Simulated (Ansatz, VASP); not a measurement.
## Al2O3: VASP beside Ansatz

```
Al O
1.0
     2.33177    1.34625    4.37368
    -2.33177    1.34625    4.37368
     0.00000   -2.69250    4.37368
Al O
4 6
Direct
  0.85081 0.85081 0.85081
  0.35081 0.35081 0.35081
  0.14919 0.14919 0.14919
  0.64919 0.64919 0.64919
  0.44236 0.05764 0.75000
  0.05764 0.75000 0.44236
  0.55764 0.94236 0.25000
  0.25000 0.55764 0.94236
  0.94236 0.25000 0.55764
  0.75000 0.44236 0.05764
```

Change from the starting cell: epitaxial_xy strain -2.0%.

Alike in both runs: task single point; functional r2SCAN; k mesh 6 × 6 × 6; no spin polarisation.

```csv
,VASP,Ansatz
version,VASP 6.6.1,Ansatz 0.2.0
potentials or method,"VASP PAW PBE potentials, release 64 (Al, O)","plane waves, PAW"
plane-wave cutoff (eV),520,500
occupations,"gaussian, width 0.01 eV",fixed
valence electrons in the cell,48,48
```

VASP gave:

```
gap on the k mesh at the Fermi level (eV)                     : 7.56
pressure (GPa)                                                : 8.2
traceless stress, the component that is largest in VASP (GPa) : -8.76
rms of the force components (eV/Å)                            : 0.010
```

Q: Estimate Ansatz's values.

A: gap on the k mesh at the Fermi level (eV): 7.54; pressure (GPa): 8.7; traceless stress, the component that is largest in VASP (GPa): -8.68; rms of the force components (eV/Å): 0.000.

VASP's potentials were made for PBE, not for r2SCAN. Atom by atom the forces differ by 0.010 eV/Å (rms over components).
